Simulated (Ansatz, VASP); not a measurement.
## Two plane-wave programs on Si

```
Si
1.0
     0.00000    2.73505    2.73505
     2.73505    0.00000    2.73505
     2.73505    2.73505    0.00000
Si
2
Direct
  0.00000 0.00000 0.00000
  0.25000 0.25000 0.25000
```

Alike in both runs: functional PBE; k mesh 8 × 8 × 8; occupations gaussian, width 0.02 eV; no spin polarisation.

Ansatz relaxed the structure, and its values are those at the end. VASP's run is a single point on that final structure, the one shown.

```csv
,VASP,Ansatz
version,VASP 6.6.1,Ansatz 0.2.0
potentials or method,"VASP PAW PBE potentials, release 64 (Si), cutoff 500 eV","scalar-relativistic, plane waves, PAW"
valence electrons in the cell,8,8
```

```csv
,VASP,Ansatz,Ansatz less VASP
gap on the k mesh at the Fermi level (eV),0.65,0.65,-0.003
least direct gap on the mesh (eV),2.56,2.55,-0.005
pressure (GPa),-0.1,0.0,+0.08
```
